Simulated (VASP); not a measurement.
# V3Ge (Pm-3n) in VASP: single point with LDA

Aim: the single point of V3Ge with LDA.

Everything below comes from runs of VASP 6.6.1. Logs are shortened: lines on timing, memory, paths and dates and some standing lists are left out, and cuts for length are marked.

### Step 1. The cell of the first run

It takes space group Pm-3n (No. 223, cubic). The conventional cell has a = 4.768 Å, b = 4.768 Å, c = 4.768 Å, α = 90.00°, β = 90.00°, γ = 90.00°. Ge (site symmetry m-3) has 12 V at 2.67 Å within 3.5 Å. V (site symmetry -4m2) has 10 V at 2.38 to 2.92 Å and 4 Ge at 2.67 Å within 3.1 Å.

### Step 2. Single point, LDA, collinear spin, zero start

INCAR reads:

```
SYSTEM = V3Ge
ALGO = Normal
EDIFF = 1E-6
ENCUT = 520
ISIF = 2
ISMEAR = 0
ISPIN = 2
LASPH = .TRUE.
LCHARG = .TRUE.
LELF = .TRUE.
LMAXMIX = 4
LORBIT = 11
LREAL = .FALSE.
LVHAR = .TRUE.
LWAVE = .FALSE.
MAGMOM = 0 0 0 0 0 0 0 0
NBANDS = 67
NELM = 150
PREC = Accurate
SIGMA = 0.1
```

KPOINTS reads:

```
k-points
0
G
  5 5 5
  0 0 0
```

POSCAR reads:

```
V3Ge
1.0
    4.7680000000      0.0000000000      0.0000000000
    0.0000000000      4.7680000000      0.0000000000
    0.0000000000      0.0000000000      4.7680000000
Ge V
2 6
Direct
    0.0000000000      0.0000000000      0.0000000000
    0.5000000000      0.5000000000      0.5000000000
    0.2500000000      0.0000000000      0.5000000000
    0.5000000000      0.7500000000      0.0000000000
    0.7500000000      0.0000000000      0.5000000000
    0.5000000000      0.2500000000      0.0000000000
    0.0000000000      0.5000000000      0.7500000000
    0.0000000000      0.5000000000      0.2500000000
```

Potentials or basis: VASP PAW LDA potentials, release 64 (Ge_d, V_sv).

Command:

```
> cat potpaw_LDA.64/Ge_d/POTCAR potpaw_LDA.64/V_sv/POTCAR > POTCAR
> mpirun -np 1 vasp_std > vasp.out
```

OUTCAR:

```text
SYSTEM = V3Ge
   EDIFF = 1E-6
   ENCUT = 520
   ISIF = 2
   ISMEAR = 0
   ISPIN = 2
   LASPH = .TRUE.
   LORBIT = 11
   LREAL = .FALSE.
   NELM = 150
   PREC = Accurate

 ion  position               nearest neighbor table
   1  0.000  0.000  0.000-   3 2.67   4 2.67   5 2.67   6 2.67   7 2.67   8 2.67   3 2.67   5 2.67
                             7 2.67   8 2.67   4 2.67   6 2.67
   2  0.500  0.500  0.500-   3 2.67   4 2.67   5 2.67   6 2.67   7 2.67   8 2.67   4 2.67   6 2.67
                             3 2.67   5 2.67   7 2.67   8 2.67
   3  0.250  0.000  0.500-   5 2.38   5 2.38   1 2.67   1 2.67   2 2.67   2 2.67   8 2.92   4 2.92
                             4 2.92   6 2.92   6 2.92   7 2.92   8 2.92   7 2.92
   4  0.500  0.750  0.000-   6 2.38   6 2.38   1 2.67   2 2.67   2 2.67   1 2.67   8 2.92   5 2.92
                             3 2.92   5 2.92   3 2.92   7 2.92   7 2.92   8 2.92
   5  0.750  0.000  0.500-   3 2.38   3 2.38   1 2.67   1 2.67   2 2.67   2 2.67   8 2.92   4 2.92
                             4 2.92   6 2.92   6 2.92   7 2.92   8 2.92   7 2.92
   6  0.500  0.250  0.000-   4 2.38   4 2.38   1 2.67   2 2.67   2 2.67   1 2.67   8 2.92   3 2.92
                             3 2.92   5 2.92   5 2.92   7 2.92   7 2.92   8 2.92
   7  0.000  0.500  0.750-   8 2.38   8 2.38   1 2.67   2 2.67   1 2.67   2 2.67   3 2.92   4 2.92
                             5 2.92   3 2.92   5 2.92   6 2.92   4 2.92   6 2.92
   8  0.000  0.500  0.250-   7 2.38   7 2.38   1 2.67   2 2.67   1 2.67   2 2.67   3 2.92   4 2.92
                             5 2.92   3 2.92   5 2.92   6 2.92   4 2.92   6 2.92

  LATTYP: Found a simple cubic cell.
 ALAT       =     4.7680000000

  Lattice vectors:

 A1 = (   4.7680000000,   0.0000000000,   0.0000000000)
 A2 = (   0.0000000000,   4.7680000000,   0.0000000000)
 A3 = (   0.0000000000,   0.0000000000,   4.7680000000)

Analysis of symmetry for initial positions (statically):
=====================================================================
 Subroutine PRICEL returns:
 Original cell was already a primitive cell.

 Routine SETGRP: Setting up the symmetry group for a
 simple cubic supercell.

 Subroutine GETGRP returns: Found 48 space group operations
 (whereof 24 operations were pure point group operations)
 out of a pool of 48 trial point group operations.

The static configuration has the point symmetry T_h .
 The point group associated with its full space group is O_h .

Analysis of symmetry for dynamics (positions and initial velocities):
=====================================================================
 Subroutine PRICEL returns:
 Original cell was already a primitive cell.

 Routine SETGRP: Setting up the symmetry group for a
 simple cubic supercell.

 Subroutine GETGRP returns: Found 48 space group operations
 (whereof 24 operations were pure point group operations)
 out of a pool of 48 trial point group operations.

The dynamic configuration has the point symmetry T_h .
 The point group associated with its full space group is O_h .

Analysis of structural, dynamic, and magnetic symmetry:
=====================================================================
 Subroutine PRICEL returns:
 Original cell was already a primitive cell.

 Routine SETGRP: Setting up the symmetry group for a
 simple cubic supercell.

 Subroutine GETGRP returns: Found 48 space group operations
 (whereof 24 operations were pure point group operations)
 out of a pool of 48 trial point group operations.

The overall configuration has the point symmetry T_h .
 The point group associated with its full space group is O_h .

 Subroutine INISYM returns: Found 48 space group operations
 (whereof 24 operations are pure point group operations),
 and found     1 'primitive' translations

----------------------------------------------------------------------------------------

                                     Primitive cell

  volume of cell :     108.3949

  direct lattice vectors                    reciprocal lattice vectors
     4.768000000  0.000000000  0.000000000     0.209731544  0.000000000  0.000000000
     0.000000000  4.768000000  0.000000000     0.000000000  0.209731544  0.000000000
     0.000000000  0.000000000  4.768000000     0.000000000  0.000000000  0.209731544

  length of vectors
     4.768000000  4.768000000  4.768000000     0.209731544  0.209731544  0.209731544

  position of ions in fractional coordinates (direct lattice)
     0.000000000  0.000000000  0.000000000
[... 67 lines left out ...]
   ISTART =      0    job   : 0-new  1-cont  2-samecut
   ICHARG =      2    charge: 1-file 2-atom 10-const
   ISPIN  =      2    spin polarized calculation?
   LNONCOLLINEAR =      F non collinear calculations
   LSORBIT =      F    spin-orbit coupling
   LASPH  =      T    aspherical Exc in radial PAW
   ENCUT  =  520.0 eV  38.22 Ry    6.18 a.u.   8.87  8.87  8.87*2*pi/ulx,y,z
   NELM   =    150;   NELMIN=  2; NELMDL= -5     # of ELM steps
   EDIFF  = 0.1E-05   stopping-criterion for ELM
   LREAL  =      F    real-space projection
   EDIFFG = 0.1E-04   stopping-criterion for IOM
   NSW    =      0    number of steps for IOM
   IBRION =     -1    ionic relax: 0-MD 1-quasi-New 2-CG
   NFREE  =      0    steps in history (QN), initial steepest desc. (CG)
   ISIF   =      2    stress and relaxation
   ISYM   =      2    0-nonsym 1-usesym 2-fastsym
   POTIM  = 0.5000    time-step for ionic-motion
   TEBEG  =    0.0;   TEEND  =   0.0 temperature during run
   PSTRESS=    0.0 pullay stress
   NELECT =     106.0000    total number of electrons
   NUPDOWN=      -1.0000    fix difference up-down
   EMIN   =  10.00;   EMAX   =-10.00  energy-range for DOS
   EFERMI =   0.00;   METHOD = LEGACY
   ISMEAR =     0;   SIGMA  =   0.10  broadening in eV -4-tet -1-fermi 0-gaus
   EFERMI_NEDOS =   21; number of points for ismear=-14 and -15
   IALGO  =     38    algorithm
   IMIX   =      4    mixing-type and parameters
     AMIX     =   0.40;   BMIX     =  1.00
     AMIX_MAG =   1.60;   BMIX_MAG =  1.00
  volume/ion in A,a.u.               =      13.55        91.44
  Fermi-wavevector in a.u.,A,eV,Ry     =   1.624952  3.070714 35.925762  2.640469
  Thomas-Fermi vector in A             =   2.718155
   LORBIT       =     11    0 simple, 1 ext, 2 COOP (PROOUT), +10 PAW based schemes
   GGA     = CA    functional components
   LHFCALC =     F    Hartree Fock is set to
   AEXX    =    0.0000 exact exchange contribution
   IVDW    =     0    specifies the selected vdW correction
   LEPSILON=     F    determine dielectric tensor
   LRPA    =     F    only Hartree local field effects (RPA)
 spin polarized calculation
 Gauss-broadening in eV      SIGMA  =   0.10
  energy-cutoff  :      520.00
  volume of cell :      108.39
 maximum number of plane-waves:      2945
 NGX is ok and might be reduce to    36
   NGX = 17   NGY = 17   NGZ = 17

 number of electron     106.0000051 magnetization      -0.0009658

 number of electron     106.0000051 magnetization       0.0012964

 Free energy of the ion-electron system (eV)
  ---------------------------------------------------
  ext. energy  EPLUGINS =         0.00000000
  ---------------------------------------------------
  free energy    TOTEN  =       -72.93976912 eV

  energy without entropy =      -72.85480124  energy(sigma->0) =      -72.89728518

 E-fermi :   9.5652     XC(G=0): -13.2242

 val. band max:        9.5635251680   @ k =   0.4000   0.4000   0.2000
 cond. band min:       9.5852432488   @ k =   0.4000   0.4000   0.4000
 fundamental gap:      0.0217180808
 Fermi energy:         9.5651799874

 spin component 1

 k-point     1 :       0.0000    0.0000    0.0000
  band No.  band energies     occupation
      1     -53.5185      1.00000
      2     -53.4500      1.00000
      3     -53.4500      1.00000
      4     -53.2554      1.00000
      5     -53.2554      1.00000
      6     -53.2554      1.00000
[... 669 lines left out ...]
     64      11.7577      0.00000
     65      11.7578      0.00000
 Fermi energy:         9.5651799874

 spin component 2

 k-point     1 :       0.0000    0.0000    0.0000
  band No.  band energies     occupation
      1     -53.5184      1.00000
      2     -53.4499      1.00000
      3     -53.4499      1.00000
      4     -53.2553      1.00000
      5     -53.2553      1.00000
      6     -53.2553      1.00000
[... 669 lines left out ...]
     64      11.7579      0.00000
     65      11.7579      0.00000
 [bands above 65 left out]

------------------------ aborting loop because EDIFF is reached ----------------------------------------

  FORCE on cell =-STRESS in cart. coord.  units (eV):
  Direction    XX          YY          ZZ          XY          YZ          ZX
  --------------------------------------------------------------------------------------
  -------------------------------------------------------------------------------------
  Total       -8.2369356     -8.2369356     -8.2369356     -0.0000000      0.0000000     -0.0000000
  in kB     -121.7495918   -121.7495918   -121.7495918     -0.0000000      0.0000000     -0.0000000
  external PRESSURE =    -121.7495918 kB  Pullay stress =       0.0000000 kB

 VOLUME and BASIS-vectors are now :
 -----------------------------------------------------------------------------
  energy-cutoff  :      520.00
  volume of cell :      108.39
      direct lattice vectors                 reciprocal lattice vectors
     4.768000000  0.000000000  0.000000000     0.209731544  0.000000000  0.000000000
     0.000000000  4.768000000  0.000000000     0.000000000  0.209731544  0.000000000
     0.000000000  0.000000000  4.768000000     0.000000000  0.000000000  0.209731544

 POSITION                                       TOTAL-FORCE (eV/Angst)
 -----------------------------------------------------------------------------------
      0.00000      0.00000      0.00000        -0.000000      0.000000     -0.000000
      2.38400      2.38400      2.38400        -0.000000      0.000000     -0.000000
      1.19200      0.00000      2.38400         0.000000     -0.000000      0.000000
      2.38400      3.57600      0.00000         0.000000      0.000000      0.000000
      3.57600      0.00000      2.38400        -0.000000      0.000000      0.000000
      2.38400      1.19200      0.00000        -0.000000     -0.000000     -0.000000
      0.00000      2.38400      3.57600        -0.000000     -0.000000     -0.000000
      0.00000      2.38400      1.19200         0.000000     -0.000000     -0.000000
 -----------------------------------------------------------------------------------
    total drift:                                0.000000      0.000000     -0.000000

  FREE ENERGIE OF THE ION-ELECTRON SYSTEM (eV)
  ---------------------------------------------------
  free  energy   TOTEN  =       -72.9397691170 eV

  energy  without entropy=      -72.8548012401  energy(sigma->0) =      -72.89728518

 total charge

# of ion       s       p       d       tot
------------------------------------------
    1        1.091   1.413  10.080  12.584
    2        1.091   1.413  10.080  12.584
    3        2.288   6.216   3.159  11.663
    4        2.288   6.216   3.159  11.663
    5        2.288   6.216   3.159  11.663
    6        2.288   6.216   3.159  11.663
    7        2.288   6.216   3.159  11.663
    8        2.288   6.216   3.159  11.663
--------------------------------------------------
tot         15.913  40.122  39.113  95.149

 magnetization (x)

# of ion       s       p       d       tot
------------------------------------------
    1       -0.000  -0.000   0.000  -0.000
    2       -0.000  -0.000   0.000  -0.000
    3        0.000   0.000   0.000   0.000
    4        0.000   0.000   0.000   0.000
    5        0.000   0.000   0.000   0.000
    6        0.000   0.000   0.000   0.000
    7        0.000   0.000   0.000   0.000
    8        0.000   0.000   0.000   0.000
--------------------------------------------------
tot          0.000   0.000   0.001   0.001
```

It took 95 s on 1 thread of Intel Xeon Platinum 8375C at 2.90GHz (Ice Lake), shared host; peak memory 0.24 GiB.

Results:

```yaml
Free_energy: -72.9398 eV
Pressure: -12.2 GPa
Band_gap_on_the_k_mesh: zero (filled and empty bands overlap)
Net_moment: 0.00 μB per cell
Valence_electrons_inside_the_program's_atomic_spheres: Ge 12.58; V 11.66
```

Caveat: the cell stands under tension; no moment was typed at the start, so none could form.

The gap in the log of VASP goes by the Fermi energy; the results here count the filled bands.